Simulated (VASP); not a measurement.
Wanted: the native input for a VASP 6.6.1 run.

```
Task                   : single point
Functional             : r2SCAN
Potentials or basis    : VASP PAW PBE potentials, release 64 (Zn, O)
Cutoff                 : 520 eV
k mesh                 : 6 × 6 × 8
Occupations            : gaussian, width 0.02 eV
Spin                   : no spin polarisation
Dipole correction      : no
Further INCAR settings : ALGO = Normal; EDIFF = 1e-07; NBANDS = 46
```

ZnO:

```xyz
8
Lattice="5.5116 0.0000 0.0000 0.0000 5.5116 0.0000 0.0000 0.0000 3.2500" Properties=species:S:1:pos:R:3 pbc="T T T"
Zn    1.0023    1.0023    1.6250
Zn    4.5094    4.5094    1.6250
Zn    3.7581    1.7536    0.0000
Zn    1.7536    3.7581    0.0000
O     4.5051    1.0066    1.6250
O     1.0066    4.5051    1.6250
O     3.7624    3.7624    0.0000
O     1.7493    1.7493    0.0000
```

These files were run (other wordings do the same):

POSCAR

```
ZnO
1.0
    5.5116452260      0.0000000000      0.0000000000
    0.0000000000      5.5116452260      0.0000000000
    0.0000000000      0.0000000000      3.2500358879
Zn O
4 4
Direct
    0.1818431705      0.1818431705      0.5000000000
    0.8181568295      0.8181568295      0.5000000000
    0.6818431705      0.3181568295      0.0000000000
    0.3181568295      0.6818431705      0.0000000000
    0.8173756040      0.1826243960      0.5000000000
    0.1826243960      0.8173756040      0.5000000000
    0.6826243960      0.6826243960      0.0000000000
    0.3173756040      0.3173756040      0.0000000000
```

INCAR.step1

```
PREC     = Accurate       # precision mode
ENCUT    = 520            # plane-wave cutoff, eV
ISMEAR   = 0              # smearing method
SIGMA    = 0.02           # smearing width, eV
LREAL    = F              # projectors in reciprocal space
LASPH    = T              # aspherical terms in the spheres
NELM     = 100            # most SCF steps
NBANDS   = 46             # bands
GGA      = PE             # functional
ALGO     = Normal         # electronic algorithm
EDIFF    = 1E-4           # SCF threshold, eV
LWAVE    = T              # write WAVECAR
LCHARG   = F              # write CHGCAR
```

INCAR.step2

```
PREC     = Accurate       # precision mode
ENCUT    = 520            # plane-wave cutoff, eV
EDIFF    = 1E-7           # SCF threshold, eV
ISMEAR   = 0              # smearing method
SIGMA    = 0.02           # smearing width, eV
LREAL    = F              # projectors in reciprocal space
LASPH    = T              # aspherical terms in the spheres
NELM     = 100            # most SCF steps
ALGO     = Normal         # electronic algorithm
ISIF     = 2              # what is computed and relaxed
LWAVE    = F              # write WAVECAR
LCHARG   = F              # write CHGCAR
METAGGA  = R2SCAN         # meta-GGA
LMIXTAU  = T            
NBANDS   = 46             # bands
ISTART   = 1
```

KPOINTS

```
Automatic mesh
0
Gamma
  6 6 8
```

Potentials or basis: VASP PAW PBE potentials, release 64 (Zn, O).

Command:

```console
$ cat potpaw_PBE.64/Zn/POTCAR potpaw_PBE.64/O/POTCAR > POTCAR
$ cp INCAR.step1 INCAR
$ mpirun -np 1 vasp_std > vasp.out
$ cp INCAR.step2 INCAR
$ mpirun -np 1 vasp_std > vasp.out
```

Results of the run:

```yaml
Pressure: 1.0 GPa
Largest_force: 0.040 eV/Å
Band_gap_on_the_k_mesh: 1.21 eV
```

Caveat: the PAW data sets were made with another functional, which shifts forces and pressure a little.

Run time: 5.6 min on 1 thread of Intel(R) Xeon(R) 6975P-C (Granite Rapids), on a shared host, peak memory 0.31 GiB.
